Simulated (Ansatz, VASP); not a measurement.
**Two plane-wave programs on CdSe**

The input INCAR:

```
SYSTEM = CdSe
PREC = Accurate ; ENCUT = 450
EDIFF = 1E-7 ; ISMEAR = 0
SIGMA = 0.02 ; LREAL = .False.
LASPH = .True. ; NELM = 120
ALGO = Normal ; ISIF = 2
LWAVE = .False. ; LCHARG = .False.
GGA = PE ; IBRION = 2
NSW = 60 ; EDIFFG = -0.002
GGA_COMPAT = .False. ; NELMIN = 4
```

Contents of KPOINTS:

```
regular mesh
0
Gamma
  8 8 8
  0 0 0
```

Contents of POSCAR:

```
CdSe
1.0
    0.0000000000      3.0054357831      3.1852047287
    3.0054357831      0.0000000000      3.1852047287
    3.0054357831      3.0054357831      0.0000000000
Cd Se
1 1
Direct
    0.0000000000      0.0000000000      0.0000000000
    0.2500000000      0.2500000000      0.2500000000
```

Input for Ansatz:

```yaml
crystal:
  lattice:
    - [0.0, 3.005435777, 3.1852047312]
    - [3.005435777, 0.0, 3.1852047312]
    - [3.005435777, 3.005435777, 0.0]
  atoms:
    - { symbol: Cd, position: [0.0, 0.0, 0.0] }
    - { symbol: Se, position: [0.25, 0.25, 0.25] }
basis:
  ecutwfc: 420
kpoints:
  mp_grid: { grid: [8, 8, 8] }
hamiltonian:
  xc: pbe
  pseudopotentials: { kind: paw, azcp: { folder: soft_1 } }
scf:
  occupations: { method: gaussian, width: 0.02 }
output:
  forces: true
  stress: true
  eigenvalues: true
relax:
  adjacent_minimum: "off"
  f_tol: 0.002
  max_steps: 40
```

Change from the starting cell: strained cell.

Alike in both runs: task relaxation of the atoms; functional PBE; k mesh 8 × 8 × 8; occupations gaussian, width 0.02 eV; no spin polarisation.

|  | VASP | Ansatz |
| --- | --- | --- |
| version | VASP 6.6.1 | Ansatz 0.2.0 |
| potentials or method | VASP PAW PBE potentials, release 64 (Cd, Se), cutoff 450 eV | scalar-relativistic, plane waves, PAW |
| valence electrons in the cell | 18 | 36 |

```tsv
	VASP	Ansatz	Ansatz less VASP
gap on the k mesh at the Fermi level, each at its own relaxed structure (eV)	0.49	0.49	-0.001
```

VASP's potentials hold 18 valence electrons a cell and Ansatz's 36, so a difference there can come from the potentials and not from the codes. Ansatz's warnings: stress scf threshold loose.

Noted on VASP's run: the relaxation stopped at its first step, so nothing moved.
